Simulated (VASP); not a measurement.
## SnO: single point with PBE

The system is SnO.

```
Sn O
1.0
     3.63617    0.00000    0.00000
     0.00000    3.92629    0.00000
     0.00000    0.00000    5.14223
Sn O
2 2
Direct
  0.00000 0.50000 0.22758
  0.50000 0.00000 0.77242
  0.50000 0.50000 0.98600
  0.00000 0.00000 0.01400
```

This cell differs from its parent crystal: uniaxial strain along a: -6.0 %.

```json
{
 "Program": "VASP 6.6.1",
 "Task": "single point",
 "Functional": "PBE",
 "Potentials or basis": "VASP PAW PBE potentials, release 64 (Sn_d, O)",
 "Cutoff": "520 eV",
 "k mesh": "10 × 10 × 8",
 "Occupations": "gaussian, width 0.01 eV",
 "Spin": "no spin polarisation",
 "Dipole correction": "no",
 "Further INCAR settings": "ALGO = Normal; EDIFF = 1e-07; NBANDS = 28"
}
```

```yaml
Pressure: 3.8 GPa
Largest_force: 0.396 eV/Å
Band_gap_on_the_k_mesh: 0.33 eV (least direct gap 2.06 eV)
```

Forces in eV/Å, atoms in the order of the input:
```
Sn   0.000  0.000  0.396
Sn   0.000  0.000 -0.396
O    0.000  0.000 -0.075
O    0.000  0.000  0.075
```

Stress tensor (GPa, compression positive):
```
5.12 0.00 0.00
0.00 4.36 0.00
0.00 0.00 1.91
```

Levels at points of the mesh, in eV from the valence-band top:
```csv
k point,band 17,band 18,band 19,band 20,band 21,band 22,band 23,band 24
"(0.00, 0.00, 0.00)",-3.55,-3.12,-3.05,-0.03,2.04,3.87,4.47,5.00
"(0.50, 0.00, 0.00)",-4.89,-4.89,-2.48,-2.48,2.58,2.58,5.86,5.86
"(0.00, 0.50, 0.00)",-4.62,-4.62,-2.73,-2.73,3.10,3.10,5.50,5.50
"(0.50, 0.50, 0.00)",-2.49,-2.49,-1.87,-1.87,0.33,0.33,4.35,4.35
"(0.00, 0.00, 0.50)",-3.27,-3.13,-3.07,-2.37,1.92,2.82,3.90,3.91
"(0.50, 0.00, 0.50)",-4.87,-4.87,-1.72,-1.72,2.25,2.25,5.49,5.49
"(0.00, 0.50, 0.50)",-4.60,-4.60,-1.87,-1.87,2.22,2.22,5.99,5.99
"(0.50, 0.50, 0.50)",-2.63,-2.63,-2.29,-2.29,2.36,2.36,3.56,3.56
```

Wall time 5.7 min on 1 thread of Oxide Virtual Turin-like Processor, on a shared host, peak memory 0.36 GiB.

Caveat: the cell differs from its parent crystal (uniaxial strain along a: -6.0 %); the cell stands under pressure; semilocal functionals underestimate gaps, and a narrow one can read as zero; spin-orbit coupling is left out, which moves the levels of the heavy elements. A k mesh can miss the band edges.
